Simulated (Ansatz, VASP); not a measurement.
**Two plane-wave programs on AlN**

File INCAR:

```
SYSTEM = AlN
  ALGO = Normal
  EDIFF = 1E-6
  ENCUT = 600
  GGA = RE
  GGA_COMPAT = .False.
  ISIF = 2
  ISMEAR = -1
  IVDW = 13
  LASPH = .True.
  LCHARG = .True.
  LELF = .True.
  LREAL = .False.
  LVHAR = .True.
  LWAVE = .False.
  NBANDS = 11
  NELM = 120
  PREC = Accurate
  SIGMA = 0.05
```

File KPOINTS:

```
k-points
0
Gamma
  10 10 10
  0 0 0
```

POSCAR

```
AlN
1.0
    0.0000000000      2.1693354430      2.1693354430
    2.1693354430      0.0000000000      2.1693354430
    2.1693354430      2.1693354430      0.0000000000
Al N
1 1
Direct
    0.0000000000      0.0000000000      0.0000000000
    0.2500000000      0.2500000000      0.2500000000
```

File input.yaml:

```yaml
crystal:
  lattice:
    - [0.0, 2.169335443, 2.169335443]
    - [2.169335443, 0.0, 2.169335443]
    - [2.169335443, 2.169335443, 0.0]
  atoms:
    - { symbol: Al, position: [0.0, 0.0, 0.0] }
    - { symbol: "N", position: [0.25, 0.25, 0.25] }
hamiltonian:
  xc: revpbe
  pseudopotentials: { kind: paw }
  dispersion: d4
kpoints:
  mp_grid: { grid: [10, 10, 10] }
scf:
  occupations: { method: fermi_dirac, width: 0.05 }
output:
  forces: true
  stress: true
  eigenvalues: true
  write_density: true
  write_potential: true
  elf: true
  volumetric_format: npy
```

Alike in both runs: task single point; functional revPBE; dispersion D4; k mesh 10 × 10 × 10; occupations fermi-dirac, width 0.05 eV; no spin polarisation.

|  | VASP | Ansatz |
| --- | --- | --- |
| version | VASP 6.6.1 | Ansatz 0.2.0 |
| potentials or method | VASP PAW PBE potentials, release 64 (Al, N) | Ansatz PAW |
| plane-wave cutoff (eV) | 600 | 420 |
| valence electrons in the cell | 8 | 8 |

VASP gave:

* gap on the k mesh at the Fermi level (eV): 3.36
* least direct gap on the mesh (eV): 4.40
* pressure (GPa): 0.9

Task: Estimate Ansatz's values.

Result: gap on the k mesh at the Fermi level (eV): 3.36; least direct gap on the mesh (eV): 4.38; pressure (GPa): 1.6.

VASP's potentials were made for PBE, not for revPBE.
